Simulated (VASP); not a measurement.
# LiTc12 (a cell with a defect) in VASP: single point with PBE

Aim: the single point of LiTc12 (a cell with a defect) with PBE.

Everything below comes from runs of VASP 6.6.1. Logs are shortened: lines on timing, memory, paths and dates and some standing lists are left out, and cuts for length are marked.

### 1 The cell of the first run

The cell holds a defect, 13 atoms: a = 5.480 Å, b = 8.220 Å, c = 4.395 Å, α = 90.00°, β = 90.00°, γ = 120.00°.

### 2 Single point, PBE

Contents of INCAR:

```
SYSTEM = LiTc12
PREC = Accurate
ENCUT = 650
EDIFF = 1E-6
ISMEAR = 0
SIGMA = 0.05
LREAL = .FALSE.
LASPH = .TRUE.
NELM = 120
ALGO = Normal
ISIF = 2
LWAVE = .FALSE.
LCHARG = .TRUE.
GGA = PE
LELF = .TRUE.
LVHAR = .TRUE.
NBANDS = 92
GGA_COMPAT = .FALSE.
```

Contents of KPOINTS:

```
regular mesh
0
G
  4 3 4
  0 0 0
```

Contents of POSCAR:

```
LiTc12
1.0
    5.4800000000      0.0000000000      0.0000000000
   -4.1100000000      7.1187290000      0.0000000000
    0.0000000000      0.0000000000      4.3949600000
Tc Li
12 1
Direct
    0.0058976728      0.0114263375     -0.0033390520
    0.1539996451      0.2189897944      0.4803322442
    0.0189325410      0.3413071350     -0.0116117098
    0.1912640094      0.5726688008      0.4947191783
    0.0056833009      0.6591628927     -0.0206645794
    0.0441215950      0.8298090853      0.4580824399
    0.5046215657      0.0035625742      0.0489852012
    0.7463426498      0.2773381316      0.4843716439
    0.5085564673      0.3350845355      0.0006598467
    0.6286527654      0.5412258284      0.5133819193
    0.5088411634      0.6778342033      0.0111159146
    0.6480587765      0.9107124320      0.5225710814
    0.3719271261      0.0685755842      0.6098931503
```

Potentials or basis: VASP PAW PBE potentials, release 64 (Tc_pv, Li_sv).

On the command line:

```
> cat potpaw_PBE.64/Tc_pv/POTCAR potpaw_PBE.64/Li_sv/POTCAR > POTCAR
> mpirun -np 1 vasp_std > vasp.out
```

OUTCAR:

```text
SYSTEM = LiTc12
   PREC = Accurate
   ENCUT = 650
   EDIFF = 1E-6
   ISMEAR = 0
   LREAL = .FALSE.
   LASPH = .TRUE.
   NELM = 120
   ISIF = 2
   GGA = PE

 ion  position               nearest neighbor table
   1  0.006  0.011  0.997-  13 2.49   6 2.59   2 2.59   3 2.68  12 2.69   2 2.71   9 2.71   7 2.72
                            11 2.73   7 2.78   6 2.86  12 2.87   5 2.90
   2  0.154  0.219  0.480-  13 2.18   8 2.51   1 2.59  10 2.63   3 2.64  12 2.67   9 2.70   3 2.70
                             1 2.71   4 2.81   9 2.84   6 2.95   8 3.03
   3  0.019  0.341  0.988-   8 2.54   8 2.57   2 2.64   5 2.65   1 2.68   2 2.70   9 2.71   4 2.72
                            11 2.73   4 2.77   9 2.77   7 2.81
   4  0.191  0.573  0.495-   8 2.43  10 2.54  11 2.61   5 2.61   6 2.62  12 2.65   5 2.72   3 2.72
                            11 2.72   3 2.77   2 2.81  10 2.96
   5  0.006  0.659  0.979-   6 2.48   4 2.61   6 2.64   3 2.65  11 2.69   9 2.70   4 2.72  10 2.72
                             7 2.80  11 2.81   1 2.90  10 2.95
   6  0.044  0.830  0.458-  13 2.00  10 2.34   5 2.48  12 2.58   1 2.59   4 2.62   5 2.64   7 2.83
                             1 2.86   2 2.95  12 3.05  11 3.22   7 3.40
   7  0.505  0.004  0.049-  13 2.22  12 2.48  12 2.67  11 2.69  13 2.70   9 2.72   1 2.72   8 2.74
                             1 2.78   5 2.80   3 2.81   6 2.83   8 3.16   6 3.40
   8  0.746  0.277  0.484-  13 1.98   4 2.43   2 2.51   3 2.54  10 2.56   3 2.57   9 2.66   7 2.74
                             9 2.77  12 2.79   2 3.03   7 3.16
   9  0.509  0.335  0.001-  13 2.58  10 2.60   8 2.66  10 2.70   5 2.70   2 2.70   1 2.71   3 2.71
                             7 2.72   3 2.77   8 2.77  11 2.82   2 2.84
  10  0.629  0.541  0.513-   6 2.34   4 2.54   8 2.56   9 2.60   2 2.63  11 2.69   9 2.70  11 2.70
                             5 2.72   5 2.95   4 2.96  12 2.99
  11  0.509  0.678  0.011-   4 2.61  10 2.69   5 2.69   7 2.69  10 2.70  12 2.72   4 2.72   3 2.73
                             1 2.73  12 2.80   5 2.81   9 2.82   6 3.22
  12  0.648  0.911  0.523-  13 2.47   7 2.48   6 2.58   4 2.65   2 2.67   7 2.67   1 2.69  11 2.72
                             8 2.79  11 2.80   1 2.87  10 2.99   6 3.05
  13  0.372  0.069  0.610-   8 1.98   6 2.00   2 2.18   7 2.22  12 2.47   1 2.49   9 2.58   7 2.70

  LATTYP: Found a simple monoclinic cell.
 ALAT       =     5.4800000000
 B/A-ratio  =     0.8020000000
 C/A-ratio  =     1.3228756879
 COS(beta)  =    -0.1889822319

  Lattice vectors:

 A1 = (   5.4800000000,   0.0000000000,   0.0000000000)
 A2 = (   0.0000000000,   0.0000000000,   4.3949600000)
 A3 = (  -1.3700000000,  -7.1187290000,   0.0000000000)

Analysis of symmetry for initial positions (statically):
=====================================================================
 Subroutine PRICEL returns:
 Original cell was already a primitive cell.

 Routine SETGRP: Setting up the symmetry group for a
 simple monoclinic supercell.

 Subroutine GETGRP returns: Found  1 space group operations
 (whereof  1 operations were pure point group operations)
 out of a pool of  4 trial point group operations.

The static configuration has the point symmetry C_1 .

Analysis of symmetry for dynamics (positions and initial velocities):
=====================================================================
 Subroutine PRICEL returns:
 Original cell was already a primitive cell.

 Routine SETGRP: Setting up the symmetry group for a
 simple monoclinic supercell.

 Subroutine GETGRP returns: Found  1 space group operations
 (whereof  1 operations were pure point group operations)
 out of a pool of  4 trial point group operations.

The dynamic configuration has the point symmetry C_1 .

 Subroutine INISYM returns: Found  1 space group operations
 (whereof  1 operations are pure point group operations),
 and found     1 'primitive' translations

----------------------------------------------------------------------------------------

                                     Primitive cell

  volume of cell :     171.4502

  direct lattice vectors                    reciprocal lattice vectors
     5.480000000  0.000000000  0.000000000     0.182481752  0.105355886  0.000000000
    -4.110000000  7.118729000  0.000000000     0.000000000  0.140474514  0.000000000
     0.000000000  0.000000000  4.394960000     0.000000000  0.000000000  0.227533356

  length of vectors
     5.480000000  8.220000157  4.394960000     0.210711776  0.140474514  0.227533356

  position of ions in fractional coordinates (direct lattice)
     0.005897673  0.011426337  0.996660948
     0.153999645  0.218989794  0.480332244
     0.018932541  0.341307135  0.988388290
     0.191264009  0.572668801  0.494719178
     0.005683301  0.659162893  0.979335421
     0.044121595  0.829809085  0.458082440
     0.504621566  0.003562574  0.048985201
     0.746342650  0.277338132  0.484371644
     0.508556467  0.335084536  0.000659847
     0.628652765  0.541225828  0.513381919
     0.508841163  0.677834203  0.011115915
     0.648058777  0.910712432  0.522571081
     0.371927126  0.068575584  0.609893150

  ion indices of the primitive-cell ions
   primitive index   ion index
                 1           1
                 2           2
                 3           3
                 4           4
                 5           5
                 6           6
                 7           7
                 8           8
                 9           9
                10          10
                11          11
                12          12
                13          13

----------------------------------------------------------------------------------------

 KPOINTS: regular mesh

Automatic generation of k-mesh.
 Grid dimensions read from file:
 generate k-points for:    4    3    4

 Generating k-lattice:

  Cartesian coordinates                     Fractional coordinates (reciprocal lattice)
     0.045620438  0.026338971  0.000000000     0.250000000  0.000000000  0.000000000
     0.000000000  0.046824838  0.000000000     0.000000000  0.333333333  0.000000000
     0.000000000  0.000000000  0.056883339     0.000000000  0.000000000  0.250000000

  Length of vectors
     0.052677944  0.046824838  0.056883339

  Shift w.r.t. Gamma in fractional coordinates (k-lattice)
     0.000000000  0.000000000  0.000000000

 Subroutine IBZKPT returns following result:
 ===========================================

 Found     26 irreducible k-points:

 Following reciprocal coordinates:
            Coordinates               Weight
  0.000000  0.000000  0.000000      1.000000
  0.250000  0.000000  0.000000      2.000000
  0.500000  0.000000  0.000000      1.000000
  0.000000  0.333333  0.000000      2.000000
  0.250000  0.333333  0.000000      2.000000
  0.500000  0.333333  0.000000      2.000000
[... 16 lines left out ...]
  0.000000  0.333333  0.500000      2.000000
  0.250000  0.333333  0.500000      2.000000
 [... further k-points ...]
   k-points           NKPTS =     26   k-points in BZ     NKDIM =     26   number of bands    NBANDS=     92
   number of dos      NEDOS =    301   number of ions     NIONS =     13
   total plane-waves  NPLWV = 134400
   dimension x,y,z NGX =    48 NGY =   70 NGZ =   40
   dimension x,y,z NGXF=    96 NGYF=  140 NGZF=   80
   ions per type =              12   1
   NGX,Y,Z   is equivalent  to a cutoff of  14.56, 14.16, 15.13 a.u.
   NGXF,Y,Z  is equivalent  to a cutoff of  29.12, 28.31, 30.26 a.u.
 SYSTEM =  LiTc12
   PREC   = accura    normal or accurate (medium, high low for compatibility)
   ISTART =      0    job   : 0-new  1-cont  2-samecut
   ICHARG =      2    charge: 1-file 2-atom 10-const
   ISPIN  =      1    spin polarized calculation?
   LNONCOLLINEAR =      F non collinear calculations
   LSORBIT =      F    spin-orbit coupling
   LASPH  =      T    aspherical Exc in radial PAW
   ENCUT  =  650.0 eV  47.77 Ry    6.91 a.u.  11.39 17.09  9.14*2*pi/ulx,y,z
   NELM   =    120;   NELMIN=  2; NELMDL= -5     # of ELM steps
   EDIFF  = 0.1E-05   stopping-criterion for ELM
   LREAL  =      F    real-space projection
[... 7 lines left out ...]
   TEBEG  =    0.0;   TEEND  =   0.0 temperature during run
   PSTRESS=    0.0 pullay stress
   NELECT =     159.0000    total number of electrons
   NUPDOWN=      -1.0000    fix difference up-down
   EMIN   =  10.00;   EMAX   =-10.00  energy-range for DOS
   EFERMI =   0.00;   METHOD = LEGACY
   ISMEAR =     0;   SIGMA  =   0.05  broadening in eV -4-tet -1-fermi 0-gaus
   EFERMI_NEDOS =   21; number of points for ismear=-14 and -15
   IALGO  =     38    algorithm
   IMIX   =      4    mixing-type and parameters
     AMIX     =   0.40;   BMIX     =  1.00
     AMIX_MAG =   1.60;   BMIX_MAG =  1.00
  volume/ion in A,a.u.               =      13.19        89.00
  Fermi-wavevector in a.u.,A,eV,Ry     =   1.596472  3.016894 34.677466  2.548722
  Thomas-Fermi vector in A             =   2.694229
   LORBIT       =      0    0 simple, 1 ext, 2 COOP (PROOUT), +10 PAW based schemes
   GGA     = PE    functional components
   LHFCALC =     F    Hartree Fock is set to
   AEXX    =    0.0000 exact exchange contribution
   IVDW    =     0    specifies the selected vdW correction
   LEPSILON=     F    determine dielectric tensor
   LRPA    =     F    only Hartree local field effects (RPA)
 non-spin polarized calculation
 Gauss-broadening in eV      SIGMA  =   0.05
  energy-cutoff  :      650.00
  volume of cell :      171.45
 maximum number of plane-waves:      6470
 NGX is ok and might be reduce to    48
   NGX = 23   NGY = 35   NGZ = 19

 number of electron     158.9999998 magnetization

 Free energy of the ion-electron system (eV)
  ---------------------------------------------------
  ext. energy  EPLUGINS =         0.00000000
  ---------------------------------------------------
  free energy    TOTEN  =      -121.23489134 eV

  energy without entropy =     -121.22039986  energy(sigma->0) =     -121.22764560

 E-fermi :  13.2457     XC(G=0): -13.8852

 val. band max:       13.2444979342   @ k =   0.0000   0.0000   0.5000
 cond. band min:      13.2566319247   @ k =   0.2500   0.0000   0.5000
 fundamental gap:      0.0121339905
 Fermi energy:        13.2456971960

 k-point     1 :       0.0000    0.0000    0.0000
  band No.  band energies     occupation
      1     -32.4515      2.00000
      2     -26.6608      2.00000
      3     -26.5471      2.00000
      4     -26.4066      2.00000
      5     -26.3550      2.00000
      6     -26.2499      2.00000
[... 83 lines left out ...]
     90      15.0143      0.00000
     91      15.3620      0.00000

 k-point     2 :       0.2500    0.0000    0.0000
  band No.  band energies     occupation
      1     -32.4508      2.00000
      2     -26.6472      2.00000
      3     -26.5021      2.00000
      4     -26.3932      2.00000
      5     -26.2897      2.00000
      6     -26.2337      2.00000
[... 2057 lines left out ...]
     90      15.0273      0.00000
     91      15.1949      0.00000

 k-point    24 :       0.2500    0.3333    0.5000
  band No.  band energies     occupation
      1     -32.4534      2.00000
      2     -26.7352      2.00000
      3     -26.5266      2.00000
      4     -26.4578      2.00000
      5     -26.3781      2.00000
      6     -26.2707      2.00000
[... 83 lines left out ...]
     90      15.1589      0.00000
     91      15.2474      0.00000

 [... further k-points ...]

 [bands above 91 left out]

------------------------ aborting loop because EDIFF is reached ----------------------------------------

  FORCE on cell =-STRESS in cart. coord.  units (eV):
  Direction    XX          YY          ZZ          XY          YZ          ZX
  --------------------------------------------------------------------------------------
  -------------------------------------------------------------------------------------
  Total       25.4031366     30.4756524     17.8926490      3.3673023     -1.7777294      1.5988338
  in kB      237.3886662    284.7905982    167.2042372     31.4669565    -16.6126259     14.9408724
  external PRESSURE =     229.7945005 kB  Pullay stress =       0.0000000 kB

 VOLUME and BASIS-vectors are now :
 -----------------------------------------------------------------------------
  energy-cutoff  :      650.00
  volume of cell :      171.45
      direct lattice vectors                 reciprocal lattice vectors
     5.480000000  0.000000000  0.000000000     0.182481752  0.105355886  0.000000000
    -4.110000000  7.118729000  0.000000000     0.000000000  0.140474514  0.000000000
     0.000000000  0.000000000  4.394960000     0.000000000  0.000000000  0.227533356

 POSITION                                       TOTAL-FORCE (eV/Angst)
 -----------------------------------------------------------------------------------
     -0.01464      0.08134      4.38029        -0.111275      0.002050     -0.069575
     -0.05613      1.55893      2.11104         0.024603      0.026147     -0.194857
     -1.29902      2.42967      4.34393        -0.016895      0.004095     -0.133044
     -1.30554      4.07667      2.17427        -0.040335     -0.029807     -0.083164
     -2.67802      4.69240      4.30414         0.010226      0.026764     -0.189658
     -3.16873      5.90719      2.01325         0.008533      0.015990     -0.362999
      2.75068      0.02536      0.21529         0.033615     -0.002486      0.303483
      2.95010      1.97430      2.12879         0.027983     -0.027485     -0.161964
      1.40969      2.38538      0.00290         0.018011      0.062962     -0.033249
      1.22058      3.85284      2.25629         0.029634      0.026706      0.050142
      0.00255      4.82532      0.04885         0.007877     -0.028762      0.028419
     -0.19167      6.48312      2.29668         0.022192     -0.039016      0.113625
      1.75631      0.48817      2.68046        -0.014168     -0.037159      0.732841
 -----------------------------------------------------------------------------------
    total drift:                               -0.000182      0.000306      0.000008

  FREE ENERGIE OF THE ION-ELECTRON SYSTEM (eV)
  ---------------------------------------------------
  free  energy   TOTEN  =      -121.2348913390 eV

  energy  without entropy=     -121.2203998643  energy(sigma->0) =     -121.22764560
```

It took 8.9 min on 1 thread of Intel Xeon 6975P-C (Granite Rapids), shared host; peak memory 0.58 GiB.

What came out:

```yaml
Free_energy: -121.2349 eV
Pressure: 23.0 GPa
Largest_force: 0.734 eV/Å
Band_gap_on_the_k_mesh: zero (an odd number of electrons rules out a gap without spin polarisation)
```

Forces in eV/Å, atoms in the order of the input:
```
Tc  -0.111  0.002 -0.070
Tc   0.025  0.026 -0.195
Tc  -0.017  0.004 -0.133
Tc  -0.040 -0.030 -0.083
Tc   0.010  0.027 -0.190
Tc   0.009  0.016 -0.363
Tc   0.034 -0.002  0.303
Tc   0.028 -0.027 -0.162
Tc   0.018  0.063 -0.033
Tc   0.030  0.027  0.050
Tc   0.008 -0.029  0.028
Tc   0.022 -0.039  0.114
Li  -0.014 -0.037  0.733
```
